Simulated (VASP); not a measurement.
The system is Pd.

```
Pd
1.0
    -1.57228    1.57228    1.57228
     1.57228   -1.57228    1.57228
     1.57228    1.57228   -1.57228
Pd
1
Direct
  0.00000 0.00000 0.00000
```

| Item | Value |
| --- | --- |
| Program | VASP 6.6.1 |
| Task | relaxation of cell and atoms |
| Functional | BLYP |
| Potentials or basis | VASP PAW PBE potentials, release 64 (Pd) |
| Cutoff | 600 eV |
| k mesh | 12 × 12 × 12 |
| Occupations | fermi-dirac, width 0.05 eV |
| Spin | no spin polarisation |

At the start: pressure 9.1 GPa; volume 15.55 Å³/atom.

**Question.** Where does the relaxation end?

**Answer.** Over 3 steps the energy falls by 24.9 meV/atom and the volume is 16.50 Å³/atom (+6.1 %); space group Im-3m (No. 229, to 0.05 Å).

The path:
| step | energy change (eV) | largest force (eV/Å) | pressure (GPa) | volume (Å³) |
| --- | --- | --- | --- | --- |
| 1 | 0.0000 | 0.0000 | 9.12 | 15.55 |
| 2 | 0.0029 | 0.0000 | -7.26 | 17.62 |
| 3 | -0.0249 | 0.0000 | -0.09 | 16.50 |

Final structure:
```yaml
crystal:
  lattice:
    - [-1.60364, 1.60364, 1.60364]
    - [1.60364, -1.60364, 1.60364]
    - [1.60364, 1.60364, -1.60364]
  atoms:
    - { symbol: Pd, position: [0.00000, 0.00000, 0.00000] }
```

Caveat: the PAW data sets were made with another functional, which shifts forces and pressure a little.
